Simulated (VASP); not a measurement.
# B3Rh (Pm-3m) in VASP: a series of runs

The runs below take B3Rh through single point, with PBE.

Program: VASP 6.6.1. These are calculated values, not measurements. Logs are shortened: lines on timing, memory, paths and dates and some standing lists are left out, and cuts for length are marked.

## Step 1: The cell of the first run

The structure is cubic, space group Pm-3m (No. 221). The conventional cell has a = 3.510 Å, b = 3.510 Å, c = 3.510 Å, α = 90.00°, β = 90.00°, γ = 90.00°. Within 2.3 Å of B (site symmetry 4/mmm) lie 2 Rh at 1.75 Å. Within 2.3 Å of Rh (site symmetry m-3m) lie 6 B at 1.75 Å.

## Step 2: Single point, PBE

Contents of INCAR:

```
ALGO = Normal ; EDIFF = 1E-6
ENCUT = 520 ; GGA = PE
ISIF = 2 ; ISMEAR = 0
LASPH = T ; LCHARG = F
LREAL = F ; LWAVE = F
NBANDS = 20 ; NELM = 60
PREC = Accurate ; SIGMA = 0.1
```

Contents of KPOINTS:

```
k-points
0
Gamma
  6 6 6
```

Contents of POSCAR:

```
B3Rh
1.0
    3.5097570400      0.0000000000      0.0000000000
    0.0000000000      3.5097570400      0.0000000000
    0.0000000000      0.0000000000      3.5097570400
B Rh
3 1
Direct
    0.0000000000      0.5000000000      0.5000000000
    0.5000000000      0.0000000000      0.5000000000
    0.5000000000      0.5000000000      0.0000000000
    0.5000000000      0.5000000000      0.5000000000
```

Potentials or basis: VASP PAW PBE potentials, release 64 (B, Rh_pv).

Run with:

```
cat potpaw_PBE.64/B/POTCAR potpaw_PBE.64/Rh_pv/POTCAR > POTCAR
mpirun -np 1 vasp_std > vasp.out
```

OUTCAR:

```text
EDIFF = 1E-6
   ENCUT = 520
   GGA = PE
   ISIF = 2
   ISMEAR = 0
   LASPH = T
   LREAL = F
   NELM = 60
   PREC = Accurate

 ion  position               nearest neighbor table
   1  0.000  0.500  0.500-   4 1.75   4 1.75
   2  0.500  0.000  0.500-   4 1.75   4 1.75
   3  0.500  0.500  0.000-   4 1.75   4 1.75
   4  0.500  0.500  0.500-   1 1.75   2 1.75   3 1.75   3 1.75   2 1.75   1 1.75

  LATTYP: Found a simple cubic cell.
 ALAT       =     3.5097570400

  Lattice vectors:

 A1 = (   3.5097570400,   0.0000000000,   0.0000000000)
 A2 = (   0.0000000000,   3.5097570400,   0.0000000000)
 A3 = (   0.0000000000,   0.0000000000,   3.5097570400)

Analysis of symmetry for initial positions (statically):
=====================================================================
 Subroutine PRICEL returns:
 Original cell was already a primitive cell.

 Routine SETGRP: Setting up the symmetry group for a
 simple cubic supercell.

 Subroutine GETGRP returns: Found 48 space group operations
 (whereof 48 operations were pure point group operations)
 out of a pool of 48 trial point group operations.

The static configuration has the point symmetry O_h .

Analysis of symmetry for dynamics (positions and initial velocities):
=====================================================================
 Subroutine PRICEL returns:
 Original cell was already a primitive cell.

 Routine SETGRP: Setting up the symmetry group for a
 simple cubic supercell.

 Subroutine GETGRP returns: Found 48 space group operations
 (whereof 48 operations were pure point group operations)
 out of a pool of 48 trial point group operations.

The dynamic configuration has the point symmetry O_h .

 Subroutine INISYM returns: Found 48 space group operations
 (whereof 48 operations are pure point group operations),
 and found     1 'primitive' translations

----------------------------------------------------------------------------------------

                                     Primitive cell

  volume of cell :      43.2346

  direct lattice vectors                    reciprocal lattice vectors
     3.509757040  0.000000000  0.000000000     0.284920007  0.000000000  0.000000000
     0.000000000  3.509757040  0.000000000     0.000000000  0.284920007  0.000000000
     0.000000000  0.000000000  3.509757040     0.000000000  0.000000000  0.284920007

  length of vectors
     3.509757040  3.509757040  3.509757040     0.284920007  0.284920007  0.284920007

  position of ions in fractional coordinates (direct lattice)
     0.000000000  0.500000000  0.500000000
     0.500000000  0.000000000  0.500000000
     0.500000000  0.500000000  0.000000000
     0.500000000  0.500000000  0.500000000

  ion indices of the primitive-cell ions
   primitive index   ion index
                 1           1
                 2           2
                 3           3
                 4           4

----------------------------------------------------------------------------------------

 KPOINTS: k-points

Automatic generation of k-mesh.
 Grid dimensions read from file:
 generate k-points for:    6    6    6

 Generating k-lattice:

  Cartesian coordinates                     Fractional coordinates (reciprocal lattice)
     0.047486668  0.000000000  0.000000000     0.166666667  0.000000000  0.000000000
     0.000000000  0.047486668  0.000000000     0.000000000  0.166666667  0.000000000
     0.000000000  0.000000000  0.047486668     0.000000000  0.000000000  0.166666667

  Length of vectors
     0.047486668  0.047486668  0.047486668

  Shift w.r.t. Gamma in fractional coordinates (k-lattice)
     0.000000000  0.000000000  0.000000000

 Subroutine IBZKPT returns following result:
 ===========================================

 Found     20 irreducible k-points:

 Following reciprocal coordinates:
            Coordinates               Weight
  0.000000  0.000000  0.000000      1.000000
  0.166667  0.000000  0.000000      6.000000
  0.333333  0.000000  0.000000      6.000000
  0.500000  0.000000  0.000000      3.000000
  0.166667  0.166667  0.000000     12.000000
  0.333333  0.166667  0.000000     24.000000
[... 12 lines left out ...]
  0.500000  0.500000  0.333333      6.000000
  0.500000  0.500000  0.500000      1.000000
   k-points           NKPTS =     20   k-points in BZ     NKDIM =     20   number of bands    NBANDS=     20
   number of dos      NEDOS =    301   number of ions     NIONS =      4
   total plane-waves  NPLWV =  21952
   dimension x,y,z NGX =    28 NGY =   28 NGZ =   28
   dimension x,y,z NGXF=    56 NGYF=   56 NGZF=   56
   ions per type =               3   1
   NGX,Y,Z   is equivalent  to a cutoff of  13.26, 13.26, 13.26 a.u.
   NGXF,Y,Z  is equivalent  to a cutoff of  26.53, 26.53, 26.53 a.u.
 SYSTEM =  unknown system
   PREC   = accura    normal or accurate (medium, high low for compatibility)
   ISTART =      0    job   : 0-new  1-cont  2-samecut
   ICHARG =      2    charge: 1-file 2-atom 10-const
   ISPIN  =      1    spin polarized calculation?
   LNONCOLLINEAR =      F non collinear calculations
   LSORBIT =      F    spin-orbit coupling
   LASPH  =      T    aspherical Exc in radial PAW
   ENCUT  =  520.0 eV  38.22 Ry    6.18 a.u.   6.53  6.53  6.53*2*pi/ulx,y,z
   NELM   =     60;   NELMIN=  2; NELMDL= -5     # of ELM steps
   EDIFF  = 0.1E-05   stopping-criterion for ELM
   LREAL  =      F    real-space projection
   EDIFFG = 0.1E-04   stopping-criterion for IOM
   NSW    =      0    number of steps for IOM
   IBRION =     -1    ionic relax: 0-MD 1-quasi-New 2-CG
   NFREE  =      0    steps in history (QN), initial steepest desc. (CG)
   ISIF   =      2    stress and relaxation
   ISYM   =      2    0-nonsym 1-usesym 2-fastsym
   POTIM  = 0.5000    time-step for ionic-motion
   TEBEG  =    0.0;   TEEND  =   0.0 temperature during run
   PSTRESS=    0.0 pullay stress
   NELECT =      24.0000    total number of electrons
   NUPDOWN=      -1.0000    fix difference up-down
   EMIN   =  10.00;   EMAX   =-10.00  energy-range for DOS
   EFERMI =   0.00;   METHOD = LEGACY
   ISMEAR =     0;   SIGMA  =   0.10  broadening in eV -4-tet -1-fermi 0-gaus
   EFERMI_NEDOS =   21; number of points for ismear=-14 and -15
   IALGO  =     38    algorithm
   IMIX   =      4    mixing-type and parameters
     AMIX     =   0.40;   BMIX     =  1.00
     AMIX_MAG =   1.60;   BMIX_MAG =  1.00
  volume/ion in A,a.u.               =      10.81        72.94
  Fermi-wavevector in a.u.,A,eV,Ry     =   1.345452  2.542536 24.629823  1.810241
  Thomas-Fermi vector in A             =   2.473364
   LORBIT       =      0    0 simple, 1 ext, 2 COOP (PROOUT), +10 PAW based schemes
   GGA     = PE    functional components
   LHFCALC =     F    Hartree Fock is set to
   AEXX    =    0.0000 exact exchange contribution
   IVDW    =     0    specifies the selected vdW correction
   LEPSILON=     F    determine dielectric tensor
   LRPA    =     F    only Hartree local field effects (RPA)
 non-spin polarized calculation
 Gauss-broadening in eV      SIGMA  =   0.10
  energy-cutoff  :      520.00
  volume of cell :       43.23
 maximum number of plane-waves:      1189
 NGX is ok and might be reduce to    28
   NGX = 13   NGY = 13   NGZ = 13

 number of electron      23.9999991 magnetization

 Free energy of the ion-electron system (eV)
  ---------------------------------------------------
  ext. energy  EPLUGINS =         0.00000000
  ---------------------------------------------------
  free energy    TOTEN  =       -17.41898033 eV

  energy without entropy =      -17.41454430  energy(sigma->0) =      -17.41676231

 E-fermi :   8.1093     XC(G=0): -11.0195

 val. band max:        8.0448534073   @ k =   0.5000   0.3333   0.0000
 cond. band min:       8.1897746059   @ k =   0.5000   0.1667   0.0000
 fundamental gap:      0.1449211986
 Fermi energy:         8.1092632524

 k-point     1 :       0.0000    0.0000    0.0000
  band No.  band energies     occupation
      1     -42.3936      2.00000
      2     -42.3936      2.00000
      3     -42.3936      2.00000
      4      -5.0909      2.00000
      5      -2.6475      2.00000
      6      -2.6475      2.00000
[... 12 lines left out ...]
     19      12.4552      0.00000
     20      12.4552      0.00000

 k-point     2 :       0.1667    0.0000    0.0000
  band No.  band energies     occupation
      1     -42.3929      2.00000
      2     -42.3929      2.00000
      3     -42.3886      2.00000
      4      -4.8016      2.00000
      5      -2.6088      2.00000
      6      -2.6036      2.00000
[... 12 lines left out ...]
     19      12.8061      0.00000
     20      14.1460      0.00000

 k-point     3 :       0.3333    0.0000    0.0000
  band No.  band energies     occupation
      1     -42.3914      2.00000
      2     -42.3914      2.00000
      3     -42.3786      2.00000
      4      -4.1170      2.00000
      5      -2.5128      2.00000
      6      -2.3159      2.00000
[... 12 lines left out ...]
     19      13.6027      0.00000
     20      15.1265      0.00000

 k-point     4 :       0.5000    0.0000    0.0000
  band No.  band energies     occupation
      1     -42.3906      2.00000
      2     -42.3906      2.00000
      3     -42.3736      2.00000
      4      -3.7530      2.00000
      5      -2.4657      2.00000
      6      -1.2127      2.00000
[... 12 lines left out ...]
     19      13.8862      0.00000
     20      15.4808      0.00000

 k-point     5 :       0.1667    0.1667    0.0000
  band No.  band energies     occupation
      1     -42.3921      2.00000
      2     -42.3879      2.00000
      3     -42.3878      2.00000
      4      -4.5098      2.00000
      5      -2.5649      2.00000
      6      -2.5622      2.00000
[... 12 lines left out ...]
     19      14.0769      0.00000
     20      15.4694      0.00000

 k-point     6 :       0.3333    0.1667    0.0000
  band No.  band energies     occupation
      1     -42.3906      2.00000
      2     -42.3863      2.00000
      3     -42.3778      2.00000
      4      -3.8216      2.00000
      5      -2.4672      2.00000
      6      -2.2776      2.00000
[... 12 lines left out ...]
     19      14.8504      0.00000
     20      16.6010      0.00000

 k-point     7 :       0.5000    0.1667    0.0000
  band No.  band energies     occupation
      1     -42.3899      2.00000
      2     -42.3855      2.00000
      3     -42.3728      2.00000
      4      -3.4718      2.00000
      5      -2.4150      2.00000
      6      -1.2368      2.00000
[... 12 lines left out ...]
     19      15.1268      0.00000
     20      17.0368      0.00000
[... 185 lines left out ...]
 k-point    16 :       0.5000    0.5000    0.1667
  band No.  band energies     occupation
      1     -42.3825      2.00000
      2     -42.3695      2.00000
      3     -42.3695      2.00000
      4      -2.5286      2.00000
      5      -1.7633      2.00000
      6      -1.6957      2.00000
[... 12 lines left out ...]
     19      14.5038      0.00000
     20      18.4534      0.00000

 k-point    17 :       0.3333    0.3333    0.3333
  band No.  band energies     occupation
      1     -42.3739      2.00000
      2     -42.3737      2.00000
      3     -42.3737      2.00000
      4      -2.0917      2.00000
      5      -2.0917      2.00000
      6      -2.0238      2.00000
[... 12 lines left out ...]
     19      13.8610      0.00000
     20      21.0637      0.00000

 k-point    18 :       0.5000    0.3333    0.3333
  band No.  band energies     occupation
      1     -42.3730      2.00000
      2     -42.3730      2.00000
      3     -42.3687      2.00000
      4      -2.0376      2.00000
      5      -2.0367      2.00000
      6      -1.4883      2.00000
[... 12 lines left out ...]
     19      13.4584      0.00000
     20      21.4056      0.00000

 k-point    19 :       0.5000    0.5000    0.3333
  band No.  band energies     occupation
      1     -42.3722      2.00000
      2     -42.3679      2.00000
      3     -42.3679      2.00000
      4      -1.9997      2.00000
      5      -1.7474      2.00000
      6      -1.5801      2.00000
[... 12 lines left out ...]
     19      14.1388      0.00000
     20      22.0937      0.00000

 k-point    20 :       0.5000    0.5000    0.5000
  band No.  band energies     occupation
      1     -42.3671      2.00000
      2     -42.3671      2.00000
      3     -42.3671      2.00000
      4      -1.7395      2.00000
      5      -1.7394      2.00000
      6      -1.5204      2.00000
[... 12 lines left out ...]
     19      14.1679      0.00000
     20      24.0420      0.00000

------------------------ aborting loop because EDIFF is reached ----------------------------------------

  FORCE on cell =-STRESS in cart. coord.  units (eV):
  Direction    XX          YY          ZZ          XY          YZ          ZX
  --------------------------------------------------------------------------------------
  -------------------------------------------------------------------------------------
  Total       30.3806089     30.3806089     30.3806089      0.0000000      0.0000000     -0.0000000
  in kB     1125.8379775   1125.8379775   1125.8379775      0.0000000      0.0000000     -0.0000000
  external PRESSURE =    1125.8379775 kB  Pullay stress =       0.0000000 kB

 VOLUME and BASIS-vectors are now :
 -----------------------------------------------------------------------------
  energy-cutoff  :      520.00
  volume of cell :       43.23
      direct lattice vectors                 reciprocal lattice vectors
     3.509757040  0.000000000  0.000000000     0.284920007  0.000000000  0.000000000
     0.000000000  3.509757040  0.000000000     0.000000000  0.284920007  0.000000000
     0.000000000  0.000000000  3.509757040     0.000000000  0.000000000  0.284920007

 POSITION                                       TOTAL-FORCE (eV/Angst)
 -----------------------------------------------------------------------------------
      0.00000      1.75488      1.75488         0.000000      0.000000      0.000000
      1.75488      0.00000      1.75488         0.000000      0.000000      0.000000
      1.75488      1.75488      0.00000         0.000000      0.000000      0.000000
      1.75488      1.75488      1.75488         0.000000      0.000000      0.000000
 -----------------------------------------------------------------------------------
    total drift:                                0.000000      0.000000      0.000000

  FREE ENERGIE OF THE ION-ELECTRON SYSTEM (eV)
  ---------------------------------------------------
  free  energy   TOTEN  =       -17.4189803271 eV

  energy  without entropy=      -17.4145442994  energy(sigma->0) =      -17.41676231
```

It took 34 s on 1 thread of AMD EPYC 7R13, shared host; peak memory 0.13 GiB.

What came out:

| Quantity | Value |
| --- | --- |
| Free energy | -17.4190 eV |
| Pressure | 112.6 GPa |
| Band gap on the k mesh | zero (band 12 reaches 8.59 eV, above the bottom of band 13 at 7.82 eV) |

Levels at points of the mesh, in eV from the Fermi level:
| k point | band 8 | band 9 | band 10 | band 11 | band 12 | band 13 | band 14 | band 15 | band 16 | band 17 |
| --- | --- | --- | --- | --- | --- | --- | --- | --- | --- | --- |
| (0.00, 0.00, 0.00) | -6.35 | -6.35 | -3.58 | -3.58 | -3.58 | 1.78 | 1.78 | 1.78 | 4.02 | 4.02 |
| (0.50, 0.00, 0.00) | -7.83 | -7.83 | -6.29 | -2.04 | -2.04 | -0.29 | 1.91 | 3.77 | 3.77 | 3.91 |
| (0.50, 0.50, 0.00) | -7.73 | -7.73 | -7.69 | -7.69 | 0.48 | 0.59 | 1.40 | 1.40 | 4.26 | 4.26 |
| (0.50, 0.50, 0.50) | -9.63 | -6.70 | -5.92 | -5.92 | -5.92 | 1.31 | 1.32 | 1.32 | 3.22 | 6.06 |

[end of part 1 of 2]
